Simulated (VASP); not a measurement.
# AlRu (Pm-3m) in VASP: notebook

The runs below take AlRu through single point, with PBE.

All numbers are computed with VASP 6.6.1; they aren't measurements. Logs are shortened: lines on timing, memory, paths and dates and some standing lists are left out, and cuts for length are marked.

**1. The cell of the first run**

The structure is cubic, space group Pm-3m (No. 221). Conventional cell: a = 3.004 Å, b = 3.004 Å, c = 3.004 Å, α = 90.00°, β = 90.00°, γ = 90.00°. Within 3.4 Å of Al (site symmetry m-3m) lie 8 Ru at 2.60 Å and 6 Al at 3.00 Å. Within 3.4 Å of Ru (site symmetry m-3m) lie 8 Al at 2.60 Å and 6 Ru at 3.00 Å.

**2. Single point, PBE**

INCAR

```
SYSTEM = AlRu
PREC = Accurate
ENCUT = 520
EDIFF = 1E-6
ISMEAR = 0
SIGMA = 0.1
LREAL = .FALSE.
LASPH = .TRUE.
NELM = 100
ALGO = Normal
ISIF = 2
LWAVE = .FALSE.
LCHARG = .FALSE.
GGA = PE
NBANDS = 16
```

KPOINTS

```
Automatic mesh
0
G
  12 12 12
  0 0 0
```

POSCAR

```
AlRu
1.0
    3.0040847245      0.0000000000      0.0000000000
    0.0000000000      3.0040847245      0.0000000000
    0.0000000000      0.0000000000      3.0040847245
Al Ru
1 1
Direct
    0.0000000000      0.0000000000      0.0000000000
    0.5000000000      0.5000000000      0.5000000000
```

Potentials or basis: VASP PAW PBE potentials, release 64 (Al, Ru_pv).

Command:

```
> cat potpaw_PBE.64/Al/POTCAR potpaw_PBE.64/Ru_pv/POTCAR > POTCAR
> mpirun -np 1 vasp_std > vasp.out
```

OUTCAR:

```text
SYSTEM = AlRu
   PREC = Accurate
   ENCUT = 520
   EDIFF = 1E-6
   ISMEAR = 0
   LREAL = .FALSE.
   LASPH = .TRUE.
   NELM = 100
   ISIF = 2
   GGA = PE

 ion  position               nearest neighbor table
   1  0.000  0.000  0.000-   2 2.60   2 2.60   2 2.60   2 2.60   2 2.60   2 2.60   2 2.60   2 2.60

   2  0.500  0.500  0.500-   1 2.60   1 2.60   1 2.60   1 2.60   1 2.60   1 2.60   1 2.60   1 2.60

  LATTYP: Found a simple cubic cell.
 ALAT       =     3.0040847245

  Lattice vectors:

 A1 = (   3.0040847245,   0.0000000000,   0.0000000000)
 A2 = (   0.0000000000,   3.0040847245,   0.0000000000)
 A3 = (   0.0000000000,   0.0000000000,   3.0040847245)

Analysis of symmetry for initial positions (statically):
=====================================================================
 Subroutine PRICEL returns:
 Original cell was already a primitive cell.

 Routine SETGRP: Setting up the symmetry group for a
 simple cubic supercell.

 Subroutine GETGRP returns: Found 48 space group operations
 (whereof 48 operations were pure point group operations)
 out of a pool of 48 trial point group operations.

The static configuration has the point symmetry O_h .

Analysis of symmetry for dynamics (positions and initial velocities):
=====================================================================
 Subroutine PRICEL returns:
 Original cell was already a primitive cell.

 Routine SETGRP: Setting up the symmetry group for a
 simple cubic supercell.

 Subroutine GETGRP returns: Found 48 space group operations
 (whereof 48 operations were pure point group operations)
 out of a pool of 48 trial point group operations.

The dynamic configuration has the point symmetry O_h .

 Subroutine INISYM returns: Found 48 space group operations
 (whereof 48 operations are pure point group operations),
 and found     1 'primitive' translations

----------------------------------------------------------------------------------------

                                     Primitive cell

  volume of cell :      27.1104

  direct lattice vectors                    reciprocal lattice vectors
     3.004084725  0.000000000  0.000000000     0.332880092  0.000000000  0.000000000
     0.000000000  3.004084725  0.000000000     0.000000000  0.332880092  0.000000000
     0.000000000  0.000000000  3.004084725     0.000000000  0.000000000  0.332880092

  length of vectors
     3.004084725  3.004084725  3.004084725     0.332880092  0.332880092  0.332880092

  position of ions in fractional coordinates (direct lattice)
     0.000000000  0.000000000  0.000000000
     0.500000000  0.500000000  0.500000000

  ion indices of the primitive-cell ions
   primitive index   ion index
                 1           1
                 2           2

----------------------------------------------------------------------------------------

 KPOINTS: Automatic mesh

Automatic generation of k-mesh.
 Grid dimensions read from file:
 generate k-points for:   12   12   12

 Generating k-lattice:

  Cartesian coordinates                     Fractional coordinates (reciprocal lattice)
     0.027740008  0.000000000  0.000000000     0.083333333  0.000000000  0.000000000
     0.000000000  0.027740008  0.000000000     0.000000000  0.083333333  0.000000000
     0.000000000  0.000000000  0.027740008     0.000000000  0.000000000  0.083333333

  Length of vectors
     0.027740008  0.027740008  0.027740008

  Shift w.r.t. Gamma in fractional coordinates (k-lattice)
     0.000000000  0.000000000  0.000000000

 Subroutine IBZKPT returns following result:
 ===========================================

 Found     84 irreducible k-points:

 Following reciprocal coordinates:
            Coordinates               Weight
  0.000000  0.000000  0.000000      1.000000
  0.083333  0.000000  0.000000      6.000000
  0.166667  0.000000  0.000000      6.000000
  0.250000  0.000000  0.000000      6.000000
  0.333333  0.000000  0.000000      6.000000
  0.416667  0.000000  0.000000      6.000000
[... 16 lines left out ...]
  0.333333  0.333333  0.000000     12.000000
  0.416667  0.333333  0.000000     24.000000
 [... further k-points ...]
   k-points           NKPTS =     84   k-points in BZ     NKDIM =     84   number of bands    NBANDS=     16
   number of dos      NEDOS =    301   number of ions     NIONS =      2
   total plane-waves  NPLWV =  13824
   dimension x,y,z NGX =    24 NGY =   24 NGZ =   24
   dimension x,y,z NGXF=    48 NGYF=   48 NGZF=   48
   ions per type =               1   1
   NGX,Y,Z   is equivalent  to a cutoff of  13.28, 13.28, 13.28 a.u.
   NGXF,Y,Z  is equivalent  to a cutoff of  26.56, 26.56, 26.56 a.u.
 SYSTEM =  AlRu
   PREC   = accura    normal or accurate (medium, high low for compatibility)
   ISTART =      0    job   : 0-new  1-cont  2-samecut
   ICHARG =      2    charge: 1-file 2-atom 10-const
   ISPIN  =      1    spin polarized calculation?
   LNONCOLLINEAR =      F non collinear calculations
   LSORBIT =      F    spin-orbit coupling
   LASPH  =      T    aspherical Exc in radial PAW
   ENCUT  =  520.0 eV  38.22 Ry    6.18 a.u.   5.59  5.59  5.59*2*pi/ulx,y,z
   NELM   =    100;   NELMIN=  2; NELMDL= -5     # of ELM steps
   EDIFF  = 0.1E-05   stopping-criterion for ELM
   LREAL  =      F    real-space projection
   EDIFFG = 0.1E-04   stopping-criterion for IOM
   NSW    =      0    number of steps for IOM
   IBRION =     -1    ionic relax: 0-MD 1-quasi-New 2-CG
   NFREE  =      0    steps in history (QN), initial steepest desc. (CG)
   ISIF   =      2    stress and relaxation
   ISYM   =      2    0-nonsym 1-usesym 2-fastsym
   POTIM  = 0.5000    time-step for ionic-motion
   TEBEG  =    0.0;   TEEND  =   0.0 temperature during run
   PSTRESS=    0.0 pullay stress
   NELECT =      17.0000    total number of electrons
   NUPDOWN=      -1.0000    fix difference up-down
   EMIN   =  10.00;   EMAX   =-10.00  energy-range for DOS
   EFERMI =   0.00;   METHOD = LEGACY
   ISMEAR =     0;   SIGMA  =   0.10  broadening in eV -4-tet -1-fermi 0-gaus
   EFERMI_NEDOS =   21; number of points for ismear=-14 and -15
   IALGO  =     38    algorithm
   IMIX   =      4    mixing-type and parameters
     AMIX     =   0.40;   BMIX     =  1.00
     AMIX_MAG =   1.60;   BMIX_MAG =  1.00
  volume/ion in A,a.u.               =      13.56        91.48
  Fermi-wavevector in a.u.,A,eV,Ry     =   1.401239  2.647958 26.714651  1.963471
  Thomas-Fermi vector in A             =   2.524120
   LORBIT       =      0    0 simple, 1 ext, 2 COOP (PROOUT), +10 PAW based schemes
   GGA     = PE    functional components
   LHFCALC =     F    Hartree Fock is set to
   AEXX    =    0.0000 exact exchange contribution
   IVDW    =     0    specifies the selected vdW correction
   LEPSILON=     F    determine dielectric tensor
   LRPA    =     F    only Hartree local field effects (RPA)
 non-spin polarized calculation
 Gauss-broadening in eV      SIGMA  =   0.10
  energy-cutoff  :      520.00
  volume of cell :       27.11
 maximum number of plane-waves:       743
 NGX is ok and might be reduce to    24
   NGX = 11   NGY = 11   NGZ = 11

 number of electron      16.9999996 magnetization

 Free energy of the ion-electron system (eV)
  ---------------------------------------------------
  ext. energy  EPLUGINS =         0.00000000
  ---------------------------------------------------
  free energy    TOTEN  =       -14.26884474 eV

  energy without entropy =      -14.26152108  energy(sigma->0) =      -14.26518291

 E-fermi :  10.5294     XC(G=0): -12.5027

 val. band max:       10.5223234384   @ k =   0.4167   0.3333   0.1667
 cond. band min:      10.5421974859   @ k =   0.2500   0.0833   0.0833
 fundamental gap:      0.0198740475
 Fermi energy:        10.5294389590

 k-point     1 :       0.0000    0.0000    0.0000
  band No.  band energies     occupation
      1     -31.2260      2.00000
      2     -31.2260      2.00000
      3     -31.2260      2.00000
      4       0.9395      2.00000
      5       7.0436      2.00000
      6       7.0436      2.00000
[... 8 lines left out ...]
     15      22.6564      0.00000
     16      25.4123      0.00000

 k-point     2 :       0.0833    0.0000    0.0000
  band No.  band energies     occupation
      1     -31.2396      2.00000
      2     -31.2249      2.00000
      3     -31.2249      2.00000
      4       1.0714      2.00000
      5       7.0874      2.00000
      6       7.0896      2.00000
[... 8 lines left out ...]
     15      22.6568      0.00000
     16      25.8364      0.00000

 k-point     3 :       0.1667    0.0000    0.0000
  band No.  band energies     occupation
      1     -31.2763      2.00000
      2     -31.2218      2.00000
      3     -31.2218      2.00000
      4       1.4592      2.00000
      5       7.1665      2.00000
      6       7.2194      2.00000
[... 8 lines left out ...]
     15      22.7163      0.00000
     16      27.1749      0.00000

 k-point     4 :       0.2500    0.0000    0.0000
  band No.  band energies     occupation
      1     -31.3263      2.00000
      2     -31.2175      2.00000
      3     -31.2175      2.00000
      4       2.0799      2.00000
      5       7.1181      2.00000
      6       7.4074      2.00000
[... 8 lines left out ...]
     15      23.2262      0.00000
     16      26.8861      0.00000

 k-point     5 :       0.3333    0.0000    0.0000
  band No.  band energies     occupation
      1     -31.3759      2.00000
      2     -31.2133      2.00000
      3     -31.2133      2.00000
      4       2.8977      2.00000
      5       6.7267      2.00000
      6       7.6099      2.00000
[... 8 lines left out ...]
     15      23.5368      0.00000
     16      25.3613      0.00000

 k-point     6 :       0.4167    0.0000    0.0000
  band No.  band energies     occupation
      1     -31.4120      2.00000
      2     -31.2102      2.00000
      3     -31.2102      2.00000
      4       3.8617      2.00000
      5       5.9446      2.00000
      6       7.7690      2.00000
[... 8 lines left out ...]
     15      23.6923      0.00000
     16      23.9567      0.00000

 k-point     7 :       0.5000    0.0000    0.0000
  band No.  band energies     occupation
      1     -31.4251      2.00000
      2     -31.2091      2.00000
      3     -31.2091      2.00000
      4       4.7667      2.00000
      5       5.0773      2.00000
      6       7.8299      2.00000
[... 8 lines left out ...]
     15      23.1162      0.00000
     16      23.1162      0.00000

 k-point     8 :       0.0833    0.0833    0.0000
  band No.  band energies     occupation
      1     -31.2390      2.00000
      2     -31.2378      2.00000
      3     -31.2238      2.00000
      4       1.2020      2.00000
      5       7.1314      2.00000
      6       7.1385      2.00000
[... 8 lines left out ...]
     15      22.6569      0.00000
     16      26.2056      0.00000

 k-point     9 :       0.1667    0.0833    0.0000
  band No.  band energies     occupation
      1     -31.2751      2.00000
      2     -31.2351      2.00000
      3     -31.2207      2.00000
      4       1.5854      2.00000
      5       7.2184      2.00000
      6       7.2680      2.00000
[... 8 lines left out ...]
     15      22.9846      0.00000
     16      27.3584      0.00000
[... 172 lines left out ...]
 k-point    19 :       0.2500    0.2500    0.0000
  band No.  band energies     occupation
      1     -31.3180      2.00000
      2     -31.3135      2.00000
      3     -31.2090      2.00000
      4       3.0737      2.00000
      5       7.1788      2.00000
      6       7.8615      2.00000
[... 8 lines left out ...]
     15      24.1620      0.00000
     16      25.9043      0.00000

 k-point    20 :       0.3333    0.2500    0.0000
  band No.  band energies     occupation
      1     -31.3644      2.00000
      2     -31.3104      2.00000
      3     -31.2047      2.00000
      4       3.7378      2.00000
      5       6.8267      2.00000
      6       8.1060      2.00000
[... 8 lines left out ...]
     15      23.1345      0.00000
     16      25.0883      0.00000

 k-point    21 :       0.4167    0.2500    0.0000
  band No.  band energies     occupation
      1     -31.3997      2.00000
      2     -31.3066      2.00000
      3     -31.2016      2.00000
      4       4.4356      2.00000
      5       6.2996      2.00000
      6       8.3184      2.00000
[... 8 lines left out ...]
     15      22.6580      0.00000
     16      24.4165      0.00000

 k-point    22 :       0.5000    0.2500    0.0000
  band No.  band energies     occupation
      1     -31.4126      2.00000
      2     -31.3052      2.00000
      3     -31.2004      2.00000
      4       4.8528      2.00000
      5       5.9407      2.00000
      6       8.4222      2.00000
[... 8 lines left out ...]
     15      22.6579      0.00000
     16      24.1274      0.00000

 k-point    23 :       0.3333    0.3333    0.0000
  band No.  band energies     occupation
      1     -31.3603      2.00000
      2     -31.3569      2.00000
      3     -31.2004      2.00000
      4       4.2071      2.00000
      5       6.7525      2.00000
      6       8.4116      2.00000
[... 8 lines left out ...]
     15      22.9774      0.00000
     16      25.2660      0.00000

 k-point    24 :       0.4167    0.3333    0.0000
  band No.  band energies     occupation
      1     -31.3936      2.00000
      2     -31.3543      2.00000
      3     -31.1973      2.00000
      4       4.5764      2.00000
      5       6.6783      2.00000
      6       8.6574      2.00000
[... 8 lines left out ...]
     15      22.8285      0.00000
     16      25.6121      0.00000

 [... further k-points ...]
[... 5 lines left out ...]
  --------------------------------------------------------------------------------------
  -------------------------------------------------------------------------------------
  Total       -0.0318199     -0.0318199     -0.0318199      0.0000000     -0.0000000      0.0000000
  in kB       -1.8804991     -1.8804991     -1.8804991      0.0000000     -0.0000000      0.0000000
  external PRESSURE =      -1.8804991 kB  Pullay stress =       0.0000000 kB

 VOLUME and BASIS-vectors are now :
 -----------------------------------------------------------------------------
  energy-cutoff  :      520.00
  volume of cell :       27.11
      direct lattice vectors                 reciprocal lattice vectors
     3.004084725  0.000000000  0.000000000     0.332880092  0.000000000  0.000000000
     0.000000000  3.004084725  0.000000000     0.000000000  0.332880092  0.000000000
     0.000000000  0.000000000  3.004084725     0.000000000  0.000000000  0.332880092

 POSITION                                       TOTAL-FORCE (eV/Angst)
 -----------------------------------------------------------------------------------
      0.00000      0.00000      0.00000         0.000000      0.000000      0.000000
      1.50204      1.50204      1.50204         0.000000      0.000000      0.000000
 -----------------------------------------------------------------------------------
    total drift:                                0.000000     -0.000000     -0.000000

  FREE ENERGIE OF THE ION-ELECTRON SYSTEM (eV)
  ---------------------------------------------------
  free  energy   TOTEN  =       -14.2688447410 eV

  energy  without entropy=      -14.2615210750  energy(sigma->0) =      -14.26518291
```

Wall time 15 s (1 thread of AMD EPYC 9R45 (Zen 5), shared host); peak memory 0.13 GiB.

What came out:

```
Free energy : -14.2688 eV
Pressure    : -0.2 GPa
```

Levels at points of the mesh, in eV from the Fermi level:
```
           k point  band 6  band 7  band 8  band 9  band 10  band 11  band 12  band 13
(0.00, 0.00, 0.00)   -3.49    0.18    0.18    0.18     6.03     6.03     6.03    10.91
(0.50, 0.00, 0.00)   -2.70   -1.57   -1.57    0.43     2.26     7.47    10.98    10.98
(0.50, 0.50, 0.00)   -1.35   -1.35   -1.13   -1.13     1.52     5.24     6.12    10.50
(0.50, 0.50, 0.50)   -4.55    1.61    1.61    2.51     4.12     4.12     4.12     8.43
```

**3. Single point, PBE**

INCAR

```
PREC = Accurate
ENCUT = 520
EDIFF = 1E-7
ISMEAR = 0
SIGMA = 0.1
LREAL = F
LASPH = T
NELM = 100
ALGO = Fast
ISIF = 2
LWAVE = F
LCHARG = T
GGA = PE
LELF = T
LVHAR = T
NBANDS = 16
```

KPOINTS

```
regular mesh
0
Gamma
  12 12 12
```

POSCAR

```
AlRu
1.0
    3.0040847246      0.0000000000      0.0000000000
    0.0000000000      3.0040847246      0.0000000000
    0.0000000000      0.0000000000      3.0040847246
Al Ru
1 1
Direct
    0.0000000000      0.0000000000      0.0000000000
    0.5000000000      0.5000000000      0.5000000000
```

Potentials or basis: VASP PAW PBE potentials, release 64 (Al, Ru_pv).

Command:

```
> cat potpaw_PBE.64/Al/POTCAR potpaw_PBE.64/Ru_pv/POTCAR > POTCAR
> mpirun -np 1 vasp_std > vasp.out
```

Run time: 34 s. Hardware: 1 thread of Intel Xeon 8259CL, shared host; peak memory 0.16 GiB.

Results (log left out):

```yaml
Free_energy: -14.2688 eV
Pressure: -0.2 GPa
```

Levels at points of the mesh, in eV from the Fermi level:
```tsv
k point	band 7	band 8	band 9	band 10	band 11	band 12
(0.00, 0.00, 0.00)	0.18	0.18	0.18	6.03	6.03	6.03
(0.50, 0.00, 0.00)	-1.57	-1.57	0.43	2.26	7.47	10.98
(0.50, 0.50, 0.00)	-1.35	-1.13	-1.13	1.52	5.24	6.12
(0.50, 0.50, 0.50)	1.61	1.61	2.51	4.12	4.12	4.12
```
